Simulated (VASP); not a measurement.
# V in VASP: further runs

Runs on V. Level: PBE. Tasks: single point.

Program: VASP 6.6.1. These are calculated values, not measurements. Logs are shortened: lines on timing, memory, paths and dates and some standing lists are left out, and cuts for length are marked.

### Step 1. The cell of the first run

The cell holds a slab with vacuum, 1 atom: a = 2.997 Å, b = 2.997 Å, c = 16.000 Å, α = 90.00°, β = 90.00°, γ = 90.00°.

### Step 2. Single point, PBE

File INCAR:

```
SYSTEM = V
  PREC = Accurate
  ENCUT = 520
  EDIFF = 1E-6
  ISMEAR = -1
  SIGMA = 0.05
  LREAL = .FALSE.
  LASPH = .TRUE.
  NELM = 100
  ALGO = Normal
  ISIF = 2
  LWAVE = .FALSE.
  LCHARG = .TRUE.
  LDIPOL = .TRUE.
  IDIPOL = 3
  DIPOL = 0.5 0.5 0.500
  GGA = PE
  LELF = .TRUE.
  LVHAR = .TRUE.
  LVACPOTAV = .TRUE.
  NBANDS = 12
```

File KPOINTS:

```
Automatic mesh
0
G
  11 11 1
  0 0 0
```

File POSCAR:

```
V
1.0
    2.9970992482      0.0000000000      0.0000000000
    0.0000000000      2.9970992482      0.0000000000
    0.0000000000      0.0000000000     16.0000000000
V
1
Direct
    0.0000000000      0.0000000000      0.5000000000
```

Potentials or basis: VASP PAW PBE potentials, release 64 (V_sv).

Launch:

```bash
$ cat potpaw_PBE.64/V_sv/POTCAR > POTCAR
$ mpirun -np 1 vasp_std > vasp.out
```

OUTCAR:

```text
SYSTEM = V
   PREC = Accurate
   ENCUT = 520
   EDIFF = 1E-6
   ISMEAR = -1
   LREAL = .FALSE.
   LASPH = .TRUE.
   NELM = 100
   ISIF = 2
   GGA = PE

 ion  position               nearest neighbor table
   1  0.000  0.000  0.500-

  LATTYP: Found a simple tetragonal cell.
 ALAT       =     2.9970992482
 C/A-ratio  =     5.3384952165

  Lattice vectors:

 A1 = (   2.9970992482,   0.0000000000,   0.0000000000)
 A2 = (   0.0000000000,   2.9970992482,   0.0000000000)
 A3 = (   0.0000000000,   0.0000000000,  16.0000000000)

Analysis of symmetry for initial positions (statically):
=====================================================================
 Subroutine PRICEL returns:
 Original cell was already a primitive cell.

 Routine SETGRP: Setting up the symmetry group for a
 simple tetragonal supercell.

 Subroutine GETGRP returns: Found 16 space group operations
 (whereof 16 operations were pure point group operations)
 out of a pool of 16 trial point group operations.

The static configuration has the point symmetry D_4h.

Analysis of symmetry for dynamics (positions and initial velocities):
=====================================================================
 Subroutine PRICEL returns:
 Original cell was already a primitive cell.

 Routine SETGRP: Setting up the symmetry group for a
 simple tetragonal supercell.

 Subroutine GETGRP returns: Found 16 space group operations
 (whereof 16 operations were pure point group operations)
 out of a pool of 16 trial point group operations.

The dynamic configuration has the point symmetry D_4h.

 Subroutine INISYM returns: Found 16 space group operations
 (whereof 16 operations are pure point group operations),
 and found     1 'primitive' translations

----------------------------------------------------------------------------------------

                                     Primitive cell

  volume of cell :     143.7217

  direct lattice vectors                    reciprocal lattice vectors
     2.997099248  0.000000000  0.000000000     0.333655951  0.000000000  0.000000000
     0.000000000  2.997099248  0.000000000     0.000000000  0.333655951  0.000000000
     0.000000000  0.000000000 16.000000000     0.000000000  0.000000000  0.062500000

  length of vectors
     2.997099248  2.997099248 16.000000000     0.333655951  0.333655951  0.062500000

  position of ions in fractional coordinates (direct lattice)
     0.000000000  0.000000000  0.500000000

  ion indices of the primitive-cell ions
   primitive index   ion index
                 1           1

----------------------------------------------------------------------------------------

 KPOINTS: Automatic mesh

Automatic generation of k-mesh.
 Grid dimensions read from file:
 generate k-points for:   11   11    1

 Generating k-lattice:

  Cartesian coordinates                     Fractional coordinates (reciprocal lattice)
     0.030332359  0.000000000  0.000000000     0.090909091  0.000000000  0.000000000
     0.000000000  0.030332359  0.000000000     0.000000000  0.090909091  0.000000000
     0.000000000  0.000000000  0.062500000     0.000000000  0.000000000  1.000000000

  Length of vectors
     0.030332359  0.030332359  0.062500000

  Shift w.r.t. Gamma in fractional coordinates (k-lattice)
     0.000000000  0.000000000  0.000000000

 Subroutine IBZKPT returns following result:
 ===========================================

 Found     21 irreducible k-points:

 Following reciprocal coordinates:
            Coordinates               Weight
  0.000000  0.000000  0.000000      1.000000
  0.090909  0.000000  0.000000      4.000000
  0.181818  0.000000  0.000000      4.000000
  0.272727  0.000000  0.000000      4.000000
  0.363636  0.000000  0.000000      4.000000
  0.454545  0.000000  0.000000      4.000000
[... 13 lines left out ...]
  0.454545  0.363636  0.000000      8.000000
  0.454545  0.454545  0.000000      4.000000
   k-points           NKPTS =     21   k-points in BZ     NKDIM =     21   number of bands    NBANDS=     12
   number of dos      NEDOS =    301   number of ions     NIONS =      1
   total plane-waves  NPLWV =  69120
   dimension x,y,z NGX =    24 NGY =   24 NGZ =  120
   dimension x,y,z NGXF=    48 NGYF=   48 NGZF=  240
   ions per type =               1
   NGX,Y,Z   is equivalent  to a cutoff of  13.31, 13.31, 12.47 a.u.
   NGXF,Y,Z  is equivalent  to a cutoff of  26.63, 26.63, 24.94 a.u.
 SYSTEM =  V
   PREC   = accura    normal or accurate (medium, high low for compatibility)
   ISTART =      0    job   : 0-new  1-cont  2-samecut
   ICHARG =      2    charge: 1-file 2-atom 10-const
   ISPIN  =      1    spin polarized calculation?
   LNONCOLLINEAR =      F non collinear calculations
   LSORBIT =      F    spin-orbit coupling
   LASPH  =      T    aspherical Exc in radial PAW
   ENCUT  =  520.0 eV  38.22 Ry    6.18 a.u.   5.57  5.57 29.75*2*pi/ulx,y,z
   NELM   =    100;   NELMIN=  2; NELMDL= -5     # of ELM steps
   EDIFF  = 0.1E-05   stopping-criterion for ELM
   LREAL  =      F    real-space projection
[... 7 lines left out ...]
   TEBEG  =    0.0;   TEEND  =   0.0 temperature during run
   PSTRESS=    0.0 pullay stress
   NELECT =      13.0000    total number of electrons
   NUPDOWN=      -1.0000    fix difference up-down
   EMIN   =  10.00;   EMAX   =-10.00  energy-range for DOS
   EFERMI =   0.00;   METHOD = LEGACY
   ISMEAR =    -1;   SIGMA  =   0.05  broadening in eV -4-tet -1-fermi 0-gaus
   EFERMI_NEDOS =   21; number of points for ismear=-14 and -15
   IALGO  =     38    algorithm
   IMIX   =      4    mixing-type and parameters
     AMIX     =   0.40;   BMIX     =  1.00
     AMIX_MAG =   1.60;   BMIX_MAG =  1.00
  volume/ion in A,a.u.               =     143.72       969.88
  Fermi-wavevector in a.u.,A,eV,Ry     =   0.734878  1.388718  7.347766  0.540046
  Thomas-Fermi vector in A             =   1.827938
   LORBIT       =      0    0 simple, 1 ext, 2 COOP (PROOUT), +10 PAW based schemes
   GGA     = PE    functional components
   LHFCALC =     F    Hartree Fock is set to
   AEXX    =    0.0000 exact exchange contribution
   IVDW    =     0    specifies the selected vdW correction
   LEPSILON=     F    determine dielectric tensor
   LRPA    =     F    only Hartree local field effects (RPA)
 non-spin polarized calculation
  energy-cutoff  :      520.00
  volume of cell :      143.72
 maximum number of plane-waves:      3915
 NGX is ok and might be reduce to    24
   NGX = 11   NGY = 11   NGZ = 59

 number of electron      12.9999992 magnetization

 dipolmoment           0.000000      0.000000     -0.000000 electrons x Angstroem

 Free energy of the ion-electron system (eV)
  ---------------------------------------------------
  ext. energy  EPLUGINS =         0.00000000
  ---------------------------------------------------
  free energy    TOTEN  =        -5.04774727 eV

  energy without entropy =       -5.00153170  energy(sigma->0) =       -5.02463949

 E-fermi :  -2.5999     XC(G=0):  -2.7092

 val. band max:       -2.6023848814   @ k =   0.1818   0.1818   0.0000
 cond. band min:      -2.5825717863   @ k =   0.4545   0.3636   0.0000
 fundamental gap:      0.0198130951
 Fermi energy:        -2.5998709165

 k-point     1 :       0.0000    0.0000    0.0000
  band No.  band energies     occupation
      1     -67.0262      2.00000
      2     -41.0793      2.00000
      3     -40.6764      2.00000
      4     -40.6764      2.00000
      5      -6.0367      2.00000
      6      -3.4313      2.00000
      7      -2.8522      1.98721
      8      -1.8789      0.00000
      9      -1.6593      0.00000
     10      -1.6593      0.00000
     11      -0.9602      0.00000
     12       1.1060      0.00000

 k-point     2 :       0.0909    0.0000    0.0000
  band No.  band energies     occupation
      1     -67.0250      2.00000
      2     -41.0782      2.00000
      3     -40.6884      2.00000
      4     -40.6754      2.00000
      5      -5.8785      2.00000
      6      -3.3678      2.00000
      7      -2.8048      1.96733
      8      -2.1885      0.00053
      9      -1.6499      0.00000
     10      -1.2877      0.00000
     11      -1.0289      0.00000
     12       1.2360      0.00000

 k-point     3 :       0.1818    0.0000    0.0000
  band No.  band energies     occupation
      1     -67.0220      2.00000
      2     -41.0751      2.00000
      3     -40.7204      2.00000
      4     -40.6728      2.00000
      5      -5.4244      2.00000
      6      -3.1901      1.99999
      7      -2.6676      1.58997
      8      -2.5490      0.53108
      9      -1.6247      0.00000
     10      -1.2066      0.00000
     11      -0.7135      0.00000
     12       1.6267      0.00000
[... 241 lines left out ...]
 k-point    20 :       0.4545    0.3636    0.0000
  band No.  band energies     occupation
      1     -67.0004      2.00000
      2     -41.0538      2.00000
      3     -40.8095      2.00000
      4     -40.7850      2.00000
      5      -3.5357      2.00000
      6      -2.8192      1.97541
      7      -2.5826      0.82871
      8      -1.9419      0.00000
      9      -1.1910      0.00000
     10       0.7673      0.00000
     11       2.3138      0.00000
     12       4.4353      0.00000

 k-point    21 :       0.4545    0.4545    0.0000
  band No.  band energies     occupation
      1     -66.9983      2.00000
      2     -41.0517      2.00000
      3     -40.8071      2.00000
      4     -40.8069      2.00000
      5      -3.6817      2.00000
      6      -2.7469      1.89964
      7      -2.7208      1.83651
      8      -1.8798      0.00000
      9      -0.6226      0.00000
     10       1.5902      0.00000
     11       2.3257      0.00000
     12       5.5420      0.00000

------------------------ aborting loop because EDIFF is reached ----------------------------------------

  FORCE on cell =-STRESS in cart. coord.  units (eV):
  Direction    XX          YY          ZZ          XY          YZ          ZX
  --------------------------------------------------------------------------------------
  -------------------------------------------------------------------------------------
  Total       -4.9873529     -4.9873529     -0.0066392      0.0000000      0.0000000      0.0000000
  in kB      -55.5979081    -55.5979081     -0.0740128      0.0000000      0.0000000      0.0000000
  external PRESSURE =     -37.0899430 kB  Pullay stress =       0.0000000 kB

 VOLUME and BASIS-vectors are now :
 -----------------------------------------------------------------------------
  energy-cutoff  :      520.00
  volume of cell :      143.72
      direct lattice vectors                 reciprocal lattice vectors
     2.997099248  0.000000000  0.000000000     0.333655951  0.000000000  0.000000000
     0.000000000  2.997099248  0.000000000     0.000000000  0.333655951  0.000000000
     0.000000000  0.000000000 16.000000000     0.000000000  0.000000000  0.062500000

 POSITION                                       TOTAL-FORCE (eV/Angst)
 -----------------------------------------------------------------------------------
      0.00000      0.00000      8.00000         0.000000      0.000000      0.000000
 -----------------------------------------------------------------------------------
    total drift:                                0.000000      0.000000      0.000000

  FREE ENERGIE OF THE ION-ELECTRON SYSTEM (eV)
  ---------------------------------------------------
  free  energy   TOTEN  =        -5.0477472713 eV

  energy  without entropy=       -5.0015316994  energy(sigma->0) =       -5.02463949

 vacuum level on the upper side and lower side of the slab         1.558         1.558
```

Wall time 71 s (1 thread of Intel Xeon 8259CL, shared host); peak memory 0.25 GiB.

What came out:

* Free energy: -5.0477 eV
* Band gap on the k mesh: zero (an odd number of electrons rules out a gap without spin polarisation)

Levels at points of the mesh, in eV from the Fermi level:
```tsv
k point	band 3	band 4	band 5	band 6	band 7	band 8	band 9	band 10	band 11	band 12
(0.00, 0.00, 0.00)	-38.08	-38.08	-3.44	-0.83	-0.25	0.72	0.94	0.94	1.64	3.71
```

### Step 3. Single point, PBE

File INCAR:

```
ALGO = Normal ; DIPOL = 0.5 0.5 0.500
EDIFF = 1E-6 ; ENCUT = 520
GGA = PE ; IDIPOL = 3
ISIF = 2 ; ISMEAR = -1
LASPH = True ; LCHARG = True
LDIPOL = True ; LELF = True
LREAL = False ; LVACPOTAV = True
LVHAR = True ; LWAVE = False
NBANDS = 12 ; NELM = 60
PREC = Accurate ; SIGMA = 0.05
```

File KPOINTS:

```
k-points
0
Gamma
  11 11 1
```

POSCAR is that of step 2.

Potentials or basis: VASP PAW PBE potentials, release 64 (V_sv).

Launch:

```bash
$ cat potpaw_PBE.64/V_sv/POTCAR > POTCAR
$ mpirun -np 1 vasp_std > vasp.out
```

OUTCAR:

```text
EDIFF = 1E-6
   ENCUT = 520
   GGA = PE
   ISIF = 2
   ISMEAR = -1
   LASPH = True
   LREAL = False
   NELM = 60
   PREC = Accurate

 ion  position               nearest neighbor table
   1  0.000  0.000  0.500-

  LATTYP: Found a simple tetragonal cell.
 ALAT       =     2.9970992482
 C/A-ratio  =     5.3384952165

  Lattice vectors:

 A1 = (   2.9970992482,   0.0000000000,   0.0000000000)
 A2 = (   0.0000000000,   2.9970992482,   0.0000000000)
 A3 = (   0.0000000000,   0.0000000000,  16.0000000000)

Analysis of symmetry for initial positions (statically):
=====================================================================
 Subroutine PRICEL returns:
 Original cell was already a primitive cell.

 Routine SETGRP: Setting up the symmetry group for a
 simple tetragonal supercell.

 Subroutine GETGRP returns: Found 16 space group operations
 (whereof 16 operations were pure point group operations)
 out of a pool of 16 trial point group operations.

The static configuration has the point symmetry D_4h.

Analysis of symmetry for dynamics (positions and initial velocities):
=====================================================================
[... 169 lines left out ...]
      7      -2.8522      1.98721
      8      -1.8789      0.00000
      9      -1.6593      0.00000
     10      -1.6593      0.00000
     11      -0.9602      0.00000
     12       1.1060      0.00000
[... 286 lines left out ...]
 k-point    21 :       0.4545    0.4545    0.0000
  band No.  band energies     occupation
      1     -66.9983      2.00000
      2     -41.0517      2.00000
      3     -40.8071      2.00000
      4     -40.8069      2.00000
      5      -3.6817      2.00000
      6      -2.7469      1.89964
      7      -2.7208      1.83651
      8      -1.8798      0.00000
      9      -0.6226      0.00000
     10       1.5902      0.00000
     11       2.3257      0.00000
     12       5.5420      0.00000

------------------------ aborting loop because EDIFF is reached ----------------------------------------

  FORCE on cell =-STRESS in cart. coord.  units (eV):
  Direction    XX          YY          ZZ          XY          YZ          ZX
  --------------------------------------------------------------------------------------
  -------------------------------------------------------------------------------------
  Total       -4.9873529     -4.9873529     -0.0066392      0.0000000      0.0000000      0.0000000
  in kB      -55.5979081    -55.5979081     -0.0740128      0.0000000      0.0000000      0.0000000
  external PRESSURE =     -37.0899430 kB  Pullay stress =       0.0000000 kB

 VOLUME and BASIS-vectors are now :
 -----------------------------------------------------------------------------
  energy-cutoff  :      520.00
  volume of cell :      143.72
      direct lattice vectors                 reciprocal lattice vectors
     2.997099248  0.000000000  0.000000000     0.333655951  0.000000000  0.000000000
     0.000000000  2.997099248  0.000000000     0.000000000  0.333655951  0.000000000
     0.000000000  0.000000000 16.000000000     0.000000000  0.000000000  0.062500000

 POSITION                                       TOTAL-FORCE (eV/Angst)
 -----------------------------------------------------------------------------------
      0.00000      0.00000      8.00000         0.000000      0.000000      0.000000
 -----------------------------------------------------------------------------------
    total drift:                                0.000000      0.000000      0.000000

  FREE ENERGIE OF THE ION-ELECTRON SYSTEM (eV)
  ---------------------------------------------------
  free  energy   TOTEN  =        -5.0477472713 eV

  energy  without entropy=       -5.0015316994  energy(sigma->0) =       -5.02463949

 vacuum level on the upper side and lower side of the slab         1.558         1.558
```

OSZICAR:

```text
N       E                     dE             d eps       ncg     rms          rms(c)
DAV:   1     0.686229425957E+02    0.68623E+02   -0.73583E+03   688   0.764E+02
DAV:   2    -0.429211383613E+01   -0.72915E+02   -0.70431E+02   540   0.230E+02
DAV:   3    -0.616398957022E+01   -0.18719E+01   -0.16064E+01   692   0.356E+01
[... 11 lines left out ...]
DAV:  15    -0.504759015999E+01   -0.44927E-04   -0.32298E-05   528   0.167E-02    0.366E-03
DAV:  16    -0.504771458704E+01   -0.12443E-03   -0.18118E-05   516   0.103E-02    0.145E-03
DAV:  17    -0.504772801253E+01   -0.13425E-04   -0.11759E-06   524   0.363E-03    0.827E-04
DAV:  18    -0.504774706008E+01   -0.19048E-04   -0.30868E-06   492   0.346E-03    0.219E-04
DAV:  19    -0.504774727134E+01   -0.21126E-06   -0.37203E-08   376   0.644E-04
   1 F= -.50477473E+01 E0= -.50246395E+01  d E =-.462156E-01
```

Run time: 65 s. Hardware: 1 thread of Intel Xeon 8259CL, shared host; peak memory 0.24 GiB.

What came out:

| Quantity | Value |
| --- | --- |
| Free energy | -5.0477 eV |
| Band gap on the k mesh | zero (an odd number of electrons rules out a gap without spin polarisation) |
